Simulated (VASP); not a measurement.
# AlN (P6_3/mmc) in VASP: further runs

AlN is run at these levels: PBEsol; tasks: single point.

All numbers are computed with VASP 6.6.1; they aren't measurements. Logs are shortened: lines on timing, memory, paths and dates and some standing lists are left out, and cuts for length are marked.

## 1. The cell of the first run

Symmetry: P6_3/mmc, No. 194, hexagonal system. Conventional cell: a = 3.302 Å, b = 3.302 Å, c = 4.058 Å, α = 90.00°, β = 90.00°, γ = 120.00°. Al (site symmetry -6m2) has 5 N at 1.91 to 2.03 Å within 2.5 Å. Within 2.5 Å of N (site symmetry -6m2) lie 5 Al at 1.91 to 2.03 Å.

## 2. Single point, PBEsol

INCAR

```
SYSTEM = AlN
ALGO = Normal
EDIFF = 1E-7
ENCUT = 520
GGA = PS
ISIF = 2
ISMEAR = 0
LASPH = .True.
LCHARG = .False.
LREAL = .False.
LWAVE = .False.
NBANDS = 16
NELM = 80
PREC = Accurate
SIGMA = 0.05
```

KPOINTS

```
k-points
0
Gamma
  9 9 6
  0 0 0
```

POSCAR

```
AlN
1.0
    3.3015780391      0.0000000000      0.0000000000
   -1.6507890196      2.8592504545      0.0000000000
    0.0000000000      0.0000000000      4.0584000000
Al N
2 2
Direct
    0.3333333333      0.6666666667      0.7500000000
    0.6666666667      0.3333333333      0.2500000000
    0.3333333333      0.6666666667      0.2500000000
    0.6666666667      0.3333333333      0.7500000000
```

Potentials or basis: VASP PAW PBE potentials, release 64 (Al, N).

Started as:

```
cat potpaw_PBE.64/Al/POTCAR potpaw_PBE.64/N/POTCAR > POTCAR
mpirun -np 1 vasp_std > vasp.out
```

OUTCAR:

```text
SYSTEM = AlN
   EDIFF = 1E-7
   ENCUT = 520
   GGA = PS
   ISIF = 2
   ISMEAR = 0
   LASPH = .True.
   LREAL = .False.
   NELM = 80
   PREC = Accurate

 ion  position               nearest neighbor table
   1  0.333  0.667  0.750-   4 1.91   4 1.91   4 1.91   3 2.03   3 2.03   2 2.78   2 2.78   2 2.78
                             2 2.78   2 2.78   2 2.78
   2  0.667  0.333  0.250-   3 1.91   3 1.91   3 1.91   4 2.03   4 2.03   1 2.78   1 2.78   1 2.78
                             1 2.78   1 2.78   1 2.78
   3  0.333  0.667  0.250-   2 1.91   2 1.91   2 1.91   1 2.03   1 2.03
   4  0.667  0.333  0.750-   1 1.91   1 1.91   1 1.91   2 2.03   2 2.03

  LATTYP: Found a hexagonal cell.
 ALAT       =     3.3015780391
 C/A-ratio  =     1.2292303716

  Lattice vectors:

 A1 = (   3.3015780391,   0.0000000000,   0.0000000000)
 A2 = (  -1.6507890196,   2.8592504545,   0.0000000000)
 A3 = (   0.0000000000,   0.0000000000,   4.0584000000)

Analysis of symmetry for initial positions (statically):
=====================================================================
 Subroutine PRICEL returns:
 Original cell was already a primitive cell.

 Routine SETGRP: Setting up the symmetry group for a
 hexagonal supercell.

 Subroutine GETGRP returns: Found 24 space group operations
 (whereof 12 operations were pure point group operations)
 out of a pool of 24 trial point group operations.

The static configuration has the point symmetry D_3d.
 The point group associated with its full space group is D_6h.

Analysis of symmetry for dynamics (positions and initial velocities):
=====================================================================
 Subroutine PRICEL returns:
 Original cell was already a primitive cell.

 Routine SETGRP: Setting up the symmetry group for a
 hexagonal supercell.

 Subroutine GETGRP returns: Found 24 space group operations
 (whereof 12 operations were pure point group operations)
 out of a pool of 24 trial point group operations.

The dynamic configuration has the point symmetry D_3d.
 The point group associated with its full space group is D_6h.

 Subroutine INISYM returns: Found 24 space group operations
 (whereof 12 operations are pure point group operations),
 and found     1 'primitive' translations

----------------------------------------------------------------------------------------

                                     Primitive cell

  volume of cell :      38.3115

[... 94 lines left out ...]
   EDIFFG = 0.1E-05   stopping-criterion for IOM
   NSW    =      0    number of steps for IOM
   IBRION =     -1    ionic relax: 0-MD 1-quasi-New 2-CG
   NFREE  =      0    steps in history (QN), initial steepest desc. (CG)
   ISIF   =      2    stress and relaxation
   ISYM   =      2    0-nonsym 1-usesym 2-fastsym
   POTIM  = 0.5000    time-step for ionic-motion
   TEBEG  =    0.0;   TEEND  =   0.0 temperature during run
   PSTRESS=    0.0 pullay stress
   NELECT =      16.0000    total number of electrons
   NUPDOWN=      -1.0000    fix difference up-down
   EMIN   =  10.00;   EMAX   =-10.00  energy-range for DOS
   EFERMI =   0.00;   METHOD = LEGACY
   ISMEAR =     0;   SIGMA  =   0.05  broadening in eV -4-tet -1-fermi 0-gaus
   EFERMI_NEDOS =   21; number of points for ismear=-14 and -15
   IALGO  =     38    algorithm
   IMIX   =      4    mixing-type and parameters
     AMIX     =   0.40;   BMIX     =  1.00
     AMIX_MAG =   1.60;   BMIX_MAG =  1.00
  volume/ion in A,a.u.               =       9.58        64.63
  Fermi-wavevector in a.u.,A,eV,Ry     =   1.223692  2.312442 20.373649  1.497421
  Thomas-Fermi vector in A             =   2.358793
   LORBIT       =      0    0 simple, 1 ext, 2 COOP (PROOUT), +10 PAW based schemes
   GGA     = PS    functional components
   LHFCALC =     F    Hartree Fock is set to
   AEXX    =    0.0000 exact exchange contribution
   IVDW    =     0    specifies the selected vdW correction
   LEPSILON=     F    determine dielectric tensor
   LRPA    =     F    only Hartree local field effects (RPA)
 non-spin polarized calculation
 Gauss-broadening in eV      SIGMA  =   0.05
  energy-cutoff  :      520.00
  volume of cell :       38.31
 maximum number of plane-waves:      1060
 NGX is ok and might be reduce to    28
   NGX = 13   NGY = 13   NGZ = 15

 number of electron      16.0000001 magnetization

 Free energy of the ion-electron system (eV)
  ---------------------------------------------------
  ext. energy  EPLUGINS =         0.00000000
  ---------------------------------------------------
  free energy    TOTEN  =       -30.92962028 eV

  energy without entropy =      -30.92962028  energy(sigma->0) =      -30.92962028

 E-fermi :   8.3640     XC(G=0): -11.5164

 val. band max:        8.1671190199   @ k =   0.0000   0.0000   0.0000
 cond. band min:      11.6988814643   @ k =   0.0000   0.0000   0.0000
 fundamental gap:      3.5317624444
 Fermi energy:         8.3639883481

 k-point     1 :       0.0000    0.0000    0.0000
  band No.  band energies     occupation
      1      -8.7974      2.00000
      2      -4.7838      2.00000
      3       1.1871      2.00000
      4       4.7947      2.00000
      5       4.7947      2.00000
      6       6.6458      2.00000
[... 433 lines left out ...]
      3       1.4554      2.00000
      4       2.5755      2.00000
      5       2.5755      2.00000
      6       5.3211      2.00000
[... 8 lines left out ...]
     15      19.6554      0.00000
     16      21.7442      0.00000

 [... further k-points ...]

------------------------ aborting loop because EDIFF is reached ----------------------------------------

  FORCE on cell =-STRESS in cart. coord.  units (eV):
  Direction    XX          YY          ZZ          XY          YZ          ZX
  --------------------------------------------------------------------------------------
  -------------------------------------------------------------------------------------
  Total        0.6637028      0.6637028      1.6342770     -0.0000000      0.0000000      0.0000000
  in kB       27.7559184     27.7559184     68.3451396     -0.0000000      0.0000000      0.0000000
  external PRESSURE =      41.2856588 kB  Pullay stress =       0.0000000 kB

 VOLUME and BASIS-vectors are now :
 -----------------------------------------------------------------------------
  energy-cutoff  :      520.00
  volume of cell :       38.31
      direct lattice vectors                 reciprocal lattice vectors
     3.301578039  0.000000000  0.000000000     0.302885465  0.174871005  0.000000000
    -1.650789020  2.859250455  0.000000000     0.000000000  0.349742010  0.000000000
     0.000000000  0.000000000  4.058400000     0.000000000  0.000000000  0.246402523

 POSITION                                       TOTAL-FORCE (eV/Angst)
 -----------------------------------------------------------------------------------
     -0.00000      1.90617      3.04380         0.000000      0.000000      0.000000
      1.65079      0.95308      1.01460        -0.000000     -0.000000      0.000000
     -0.00000      1.90617      1.01460        -0.000000      0.000000      0.000000
      1.65079      0.95308      3.04380         0.000000     -0.000000      0.000000
 -----------------------------------------------------------------------------------
    total drift:                                0.000000     -0.000000      0.000000

  FREE ENERGIE OF THE ION-ELECTRON SYSTEM (eV)
  ---------------------------------------------------
  free  energy   TOTEN  =       -30.9296202794 eV

  energy  without entropy=      -30.9296202794  energy(sigma->0) =      -30.92962028
```

OSZICAR:

```text
N       E                     dE             d eps       ncg     rms          rms(c)
DAV:   1     0.400910829365E+02    0.40091E+02   -0.74911E+03  1536   0.913E+02
DAV:   2    -0.319021189422E+02   -0.71993E+02   -0.65507E+02  2264   0.186E+02
DAV:   3    -0.352488033515E+02   -0.33467E+01   -0.33326E+01  1840   0.409E+01
DAV:   4    -0.352683092762E+02   -0.19506E-01   -0.19504E-01  1944   0.355E+00
DAV:   5    -0.352685526904E+02   -0.24341E-03   -0.24341E-03  1768   0.401E-01    0.115E+01
DAV:   6    -0.310160886605E+02    0.42525E+01   -0.81484E+00  1968   0.214E+01    0.402E+00
DAV:   7    -0.309727277736E+02    0.43361E-01   -0.68846E-01  1784   0.576E+00    0.285E+00
DAV:   8    -0.309371911307E+02    0.35537E-01   -0.10196E-01  1656   0.255E+00    0.825E-01
DAV:   9    -0.309293388670E+02    0.78523E-02   -0.19074E-02  1968   0.107E+00    0.262E-01
DAV:  10    -0.309297150621E+02   -0.37620E-03   -0.21101E-03  1760   0.309E-01    0.170E-01
DAV:  11    -0.309296227924E+02    0.92270E-04   -0.13141E-04  1808   0.873E-02    0.411E-02
DAV:  12    -0.309296206618E+02    0.21306E-05   -0.75361E-06  1792   0.216E-02    0.685E-03
DAV:  13    -0.309296202253E+02    0.43656E-06   -0.22451E-06  1992   0.111E-02    0.394E-03
DAV:  14    -0.309296202794E+02   -0.54170E-07   -0.13807E-07  1080   0.339E-03
   1 F= -.30929620E+02 E0= -.30929620E+02  d E =-.107371E-10
```

stdout:

```text
POSCAR found type information on POSCAR AlN
 POSCAR found :  2 types and       4 ions
 scaLAPACK will be used
 -----------------------------------------------------------------------------
|                                                                             |
|                                                                             |
|     You enforced a specific xc type in the INCAR file but a different       |
|     I HOPE YOU KNOW WHAT YOU ARE DOING!                                     |
|                                                                             |
 -----------------------------------------------------------------------------

 LDA part: xc-table for (Slater+PW92), standard interpolation
 POSCAR, INCAR and KPOINTS ok, starting setup
 FFT: planning ... GRIDC
 FFT: planning ... GRID_SOFT
 FFT: planning ... GRID
 WAVECAR not read
 entering main loop
```

Run time: 27 s. Hardware: 1 thread of Intel Xeon Platinum 8259CL at 2.50GHz (Skylake/Cascade Lake), shared host; peak memory 0.17 GiB.

Results:

| Quantity | Value |
| --- | --- |
| Free energy | -30.9296 eV |
| Pressure | 4.1 GPa |
| Band gap on the k mesh | 3.53 eV, direct |

Stress tensor (GPa, compression positive):
```
2.78 0.00 0.00
0.00 2.78 0.00
0.00 0.00 6.83
```

Levels at points of the mesh, in eV from the valence-band top:
| k point | band 6 | band 7 | band 8 | band 9 | band 10 | band 11 |
| --- | --- | --- | --- | --- | --- | --- |
| (0.00, 0.00, 0.00) | -1.52 | -1.52 | 0.00 | 3.53 | 4.65 | 8.30 |
| (0.00, 0.00, 0.50) | -2.49 | -2.49 | -2.49 | 5.88 | 5.88 | 8.41 |

Caveat: the PAW data sets were made with another functional, which shifts forces and pressure a little. A hybrid or GW would open this gap; PBEsol tends to underestimate it.

## 3. Single point, PBEsol

This run uses another cell than the first one, of 9.54 Å³/atom, 0.996 times its volume.

INCAR

```
SYSTEM = AlN
PREC     = Accurate       ! precision mode
ENCUT    = 520            ! plane-wave cutoff, eV
EDIFF    = 1E-6           ! SCF threshold, eV
ISMEAR   = 0              ! smearing method
SIGMA    = 0.05           ! smearing width, eV
LREAL    = .FALSE.        ! projectors in reciprocal space
LASPH    = .TRUE.         ! aspherical terms in the spheres
NELM     = 60             ! most SCF steps
ALGO     = Normal         ! electronic algorithm
ISIF     = 2              ! what is computed and relaxed
LWAVE    = .FALSE.        ! write WAVECAR
LCHARG   = .FALSE.        ! write CHGCAR
GGA      = PS             ! functional
NBANDS   = 16             ! bands
```

KPOINTS

```
regular mesh
0
G
  9 9 6
  0 0 0
```

POSCAR

```
AlN
1.0
    3.2620000000      0.0000000000      0.0000000000
   -1.6310000000      2.8249748671      0.0000000000
    0.0000000000      0.0000000000      4.1412155349
Al N
2 2
Direct
    0.3333333333      0.6666666667      0.7500000000
    0.6666666667      0.3333333333      0.2500000000
    0.3333333333      0.6666666667      0.2500000000
    0.6666666667      0.3333333333      0.7500000000
```

Potentials or basis: VASP PAW PBE potentials, release 64 (Al, N).

Started as:

```
cat potpaw_PBE.64/Al/POTCAR potpaw_PBE.64/N/POTCAR > POTCAR
mpirun -np 1 vasp_std > vasp.out
```

It took 17 s on 1 thread of Intel Xeon Platinum 8259CL at 2.50GHz (Skylake/Cascade Lake), shared host; peak memory 0.15 GiB.

The run converged. Its results:

```
Free energy            : -30.9256 eV
Pressure               : 5.8 GPa
Band gap on the k mesh : 3.49 eV, direct
```

Stress tensor (GPa, compression positive):
```
7.04 0.00 0.00
0.00 7.04 0.00
0.00 0.00 3.23
```

Levels at points of the mesh, in eV from the valence-band top:
| k point | band 6 | band 7 | band 8 | band 9 | band 10 | band 11 |
| --- | --- | --- | --- | --- | --- | --- |
| (0.00, 0.00, 0.00) | -1.72 | -1.72 | 0.00 | 3.49 | 4.68 | 8.37 |
| (0.00, 0.00, 0.50) | -2.61 | -2.61 | -2.61 | 5.82 | 5.82 | 8.53 |

Caveat: the PAW data sets were made with another functional, which shifts forces and pressure a little.

## 4. Single point, PBEsol

This run uses another cell than the first one, of 9.71 Å³/atom, 1.014 times its volume.

INCAR

```
SYSTEM = AlN
ALGO = Normal ; EDIFF = 1E-6
ENCUT = 520 ; GGA = PS
ISIF = 2 ; ISMEAR = 0
LASPH = .True. ; LCHARG = .False.
LREAL = .False. ; LWAVE = .False.
NBANDS = 16 ; NELM = 80
PREC = Accurate ; SIGMA = 0.05
```

KPOINTS

```
k-points
0
Gamma
  9 9 6
  0 0 0
```

POSCAR

```
AlN
1.0
    3.2421000000      0.0000000000      0.0000000000
   -1.6210500000      2.8077409616      0.0000000000
    0.0000000000      0.0000000000      4.2655000000
Al N
2 2
Direct
    0.3333333333      0.6666666667      0.7500000000
    0.6666666667      0.3333333333      0.2500000000
    0.3333333333      0.6666666667      0.2500000000
    0.6666666667      0.3333333333      0.7500000000
```

Started as:

```
cat potpaw_PBE.64/Al/POTCAR potpaw_PBE.64/N/POTCAR > POTCAR
mpirun -np 1 vasp_std > vasp.out
```

Run time: 18 s. Hardware: 1 thread of Intel Xeon Platinum 8259CL at 2.50GHz (Skylake/Cascade Lake), shared host; peak memory 0.15 GiB.

Results (log left out):

```yaml
Free_energy: -30.9037 eV
Pressure: 3.4 GPa
Band_gap_on_the_k_mesh: 3.28 eV, direct
```

Stress tensor (GPa, compression positive):
```
 6.84  0.00  0.00
 0.00  6.84  0.00
 0.00  0.00 -3.38
```

Levels at points of the mesh, in eV from the valence-band top:
| k point | band 4 | band 5 | band 6 | band 7 | band 8 | band 9 | band 10 | band 11 | band 12 | band 13 |
| --- | --- | --- | --- | --- | --- | --- | --- | --- | --- | --- |
| (0.00, 0.00, 0.00) | -3.36 | -3.36 | -1.87 | -1.87 | 0.00 | 3.28 | 4.60 | 8.38 | 8.38 | 11.22 |
| (0.00, 0.00, 0.50) | -3.92 | -2.65 | -2.65 | -2.65 | -2.65 | 5.64 | 5.64 | 8.60 | 8.60 | 8.60 |

Caveat: the PAW data sets were made with another functional, which shifts forces and pressure a little. As with any semilocal functional, this PBEsol gap is likely too small.

## 5. Single point, PBEsol

This run uses another cell than the first one, of 9.66 Å³/atom, 1.008 times its volume.

INCAR

```
SYSTEM = AlN
  PREC = Accurate
  ENCUT = 520
  EDIFF = 1E-7
  ISMEAR = 0
  SIGMA = 0.05
  LREAL = .False.
  LASPH = .True.
  NELM = 80
  ALGO = Normal
  ISIF = 2
  LWAVE = .False.
  LCHARG = .False.
  GGA = PS
  NBANDS = 16
```

KPOINTS

```
regular mesh
0
Gamma
  9 9 6
  0 0 0
```

POSCAR

```
AlN
1.0
    3.2025000000      0.0000000000      0.0000000000
   -1.6012500000      2.7734463556      0.0000000000
    0.0000000000      0.0000000000      4.3483000000
Al N
2 2
Direct
    0.3333333333      0.6666666667      0.7500000000
    0.6666666667      0.3333333333      0.2500000000
    0.3333333333      0.6666666667      0.2500000000
    0.6666666667      0.3333333333      0.7500000000
```

Started as:

```
cat potpaw_PBE.64/Al/POTCAR potpaw_PBE.64/N/POTCAR > POTCAR
mpirun -np 1 vasp_std > vasp.out
```

Wall time 18 s (1 thread of Intel Xeon Platinum 8259CL at 2.50GHz (Skylake/Cascade Lake), shared host); peak memory 0.16 GiB.

The run converged. Its results:

- Free energy: -30.8273 eV
- Pressure: 6.9 GPa
- Band gap on the k mesh: 3.27 eV, direct

Stress tensor (GPa, compression positive):
```
12.67  0.00  0.00
 0.00 12.67  0.00
 0.00  0.00 -4.63
```

Levels at points of the mesh, in eV from the valence-band top:
```
           k point  band 6  band 7  band 8  band 9  band 10  band 11
(0.00, 0.00, 0.00)   -2.02   -2.02    0.00    3.27     4.77     8.56
(0.00, 0.00, 0.50)   -2.72   -2.72   -2.72    5.66     5.66     8.81
```

Caveat: the PAW data sets were made with another functional, which shifts forces and pressure a little.

## 6. Overview

| cell | gap on the mesh (eV) | pressure (GPa) |
| --- | --- | --- |
| a = 3.302, b = 3.302, c = 4.058 Å, angles 90.0, 90.0, 120.0°, 4 atoms | 3.53 | 4.1 |
| a = 3.262, b = 3.262, c = 4.141 Å, angles 90.0, 90.0, 120.0°, 4 atoms | 3.49 | 5.8 |
| a = 3.242, b = 3.242, c = 4.266 Å, angles 90.0, 90.0, 120.0°, 4 atoms | 3.28 | 3.4 |
| a = 3.203, b = 3.202, c = 4.348 Å, angles 90.0, 90.0, 120.0°, 4 atoms | 3.27 | 6.9 |

Alike in all rows: task single point; level PBEsol; potentials or basis VASP PAW PBE potentials, release 64 (Al, N); no spin polarisation; k mesh 9 × 9 × 6; cutoff (eV) 520; smearing gaussian 0.05 eV.

Caveats: the PAW data sets were made with another functional, which shifts forces and pressure a little.

Total energies depend on the potentials used, so only differences within one code and one set of settings carry meaning.
